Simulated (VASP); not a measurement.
Wanted: the native input for a VASP 6.6.1 run.

```
Task                   : single point
Functional             : PBE
Potentials or basis    : VASP PAW PBE potentials, release 64 (C)
Cutoff                 : 520 eV
k mesh                 : 12 × 12 × 12
Occupations            : gaussian, width 0.05 eV
Spin                   : no spin polarisation
Dipole correction      : no
Further INCAR settings : ALGO = Normal; EDIFF = 1e-06; NBANDS = 11
```

The structure of C lies in POSCAR:

```
C
1.0
    0.0000000000      1.7129753260      1.7547719239
    1.7129753260      0.0000000000      1.7547719239
    1.7129753260      1.7129753260      0.0000000000
C
2
Direct
    0.5000000000      0.5000000000      0.5000000000
    0.7500000000      0.7500000000      0.7500000000
```

This cell differs from its parent crystal: volume 5.149 Å^3 an atom, c/a of the conventional cell 1.0244.

One way to write it, as run:

INCAR

```
  ALGO = Normal
  EDIFF = 1E-6
  ENCUT = 520
  GGA = PE
  ISIF = 2
  ISMEAR = 0
  LASPH = True
  LCHARG = True
  LELF = True
  LREAL = False
  LVHAR = True
  LWAVE = False
  NBANDS = 11
  NELM = 80
  PREC = Accurate
  SIGMA = 0.05
```

KPOINTS

```
k-points
0
Gamma
  12 12 12
```

Potentials or basis: VASP PAW PBE potentials, release 64 (C).

The run is started by

```console
$ cat potpaw_PBE.64/C/POTCAR > POTCAR
$ mpirun -np 1 vasp_std > vasp.out
```

It gave:

| Item | Value |
| --- | --- |
| Pressure | 53.6 GPa |
| Band gap on the k mesh | 4.05 eV, indirect (least direct gap 5.63 eV) |

Run time: 25 s on 1 thread of Intel Xeon 8259CL, with other jobs on the host, peak memory 0.12 GiB.
